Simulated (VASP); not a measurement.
Here is a VASP 6.6.1 calculation.

File INCAR:

```
SYSTEM = PbS
PREC = Accurate
ENCUT = 500
EDIFF = 1E-6
ISMEAR = 1
SIGMA = 0.164
LREAL = .False.
LASPH = .True.
NELM = 200
ALGO = Normal
ISIF = 2
LWAVE = .False.
LCHARG = .False.
LNONCOLLINEAR = .True.
MAGMOM = 0 0 0 0 0 0
LORBIT = 11
LSORBIT = .True.
GGA_COMPAT = .False.
LORBMOM = .True.
GGA = B5
ALDAX = 1.0
AGGAX = 1.0
AGGAC = 1.0
ALDAC = 0.0
NBANDS = 32
```

The input KPOINTS:

```
regular mesh
0
Gamma
  3 3 3
  0 0 0
```

File POSCAR:

```
PbS
1.0
    3.6536590000      0.0000000000      0.0000000000
    0.0000000000      3.6536590000      0.0000000000
    0.0000000000      0.0000000000      3.6536590000
Pb S
1 1
Direct
    0.0000000000      0.0000000000      0.0000000000
    0.5000000000      0.5000000000      0.5000000000
```

Potentials or basis: VASP PAW PBE potentials, release 64 (Pb_d, S).

Command:

```sh
$ cat potpaw_PBE.64/Pb_d/POTCAR potpaw_PBE.64/S/POTCAR > POTCAR
$ mpirun -np 1 vasp_ncl > vasp.out
```

Task: What does it give for the pressure?

Result: 4.0 GPa.

Task: Estimate the net moment.

Result: 0.00 μB per cell.

Moments on the atoms (μB; x, y, z):
```
Pb  0.00 0.00 0.00
S   0.00 0.00 0.00
```

Caveat: the k points lie up to 0.57 Å⁻¹ apart; the PAW data sets were made with another functional, which shifts forces and pressure a little.
